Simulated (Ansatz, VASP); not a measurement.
## One calculation of NaCaI3, two programs

File POSCAR:

```
NaCaI3
1.0
    6.1258977409      0.0000000000      0.0000000000
    0.0000000000      6.1258977409      0.0000000000
    0.0000000000      0.0000000000      6.1258977409
Na Ca I
1 1 3
Direct
    0.0000000000      0.0000000000      0.0000000000
    0.5000000000      0.5000000000      0.5000000000
    0.5000000000      0.5000000000      0.0000000000
    0.5000000000      0.0000000000      0.5000000000
    0.0000000000      0.5000000000      0.5000000000
```

INCAR.step1

```
PREC = Accurate
ENCUT = 520
EDIFF = 1E-5
ISMEAR = 0
SIGMA = 0.01
LREAL = F
LASPH = T
NELM = 60
ALGO = Normal
ISIF = 2
LWAVE = T
GGA = PE
NBANDS = 27
```

File INCAR.step2:

```
PREC = Accurate
ENCUT = 520
EDIFF = 1E-6
ISMEAR = 0
SIGMA = 0.01
LREAL = F
LASPH = T
NELM = 60
ALGO = Normal
ISIF = 2
LWAVE = F
LCHARG = T
GGA = PE
LHFCALC = T
AEXX = 1.0
HFSCREEN = 0.1
PRECFOCK = Fast
LELF = T
LVHAR = T
ISTART = 1
NBANDS = 27
ALDAC = 1.0
AGGAC = 1.0
```

Contents of KPOINTS:

```
regular mesh
0
Gamma
  2 2 2
```

Input for Ansatz:

```yaml
crystal:
  lattice:
    - [6.1258977409, 0.0, 0.0]
    - [0.0, 6.1258977409, 0.0]
    - [0.0, 0.0, 6.1258977409]
  atoms:
    - { symbol: Na, position: [0.0, 0.0, 0.0] }
    - { symbol: Ca, position: [0.5, 0.5, 0.5] }
    - { symbol: I, position: [0.5, 0.5, 0.0] }
    - { symbol: I, position: [0.5, 0.0, 0.5] }
    - { symbol: I, position: [0.0, 0.5, 0.5] }
kpoints:
  mp_grid: { grid: [2, 2, 2] }
hamiltonian:
  xc: { exchange: pbe, correlation: pbe, exx: { coeff: 1.0, omega: 0.1 } }
scf:
  occupations: { method: fixed }
  n_extra_bands: 5
output:
  forces: true
  stress: true
  eigenvalues: true
```

Alike in both runs: task single point; functional PBE-based screened hybrid; k mesh 2 × 2 × 2; no spin polarisation.

```csv
,VASP,Ansatz
version,VASP 6.6.1,Ansatz 0.2.0
potentials or method,"VASP PAW PBE potentials, release 64 (Na_pv, Ca_sv, I)",plane waves
plane-wave cutoff (eV),520,420
occupations,"gaussian, width 0.01 eV",fixed
valence electrons in the cell,38,70
```

```tsv
	VASP	Ansatz	Ansatz less VASP
gap on the k mesh at the Fermi level (eV)	7.81	7.67	-0.144
pressure (GPa)	-0.7	-0.3	+0.39
```

VASP's potentials were made for PBE, not for PBE-based screened hybrid. VASP's potentials hold 38 valence electrons a cell and Ansatz's 70, so a difference there can come from the potentials and not from the codes. Ansatz's warnings: stress exchange threshold loose, stress scf threshold loose.

The k mesh is coarse, so the values compare programs but aren't converged. Neither program's run includes spin-orbit coupling.
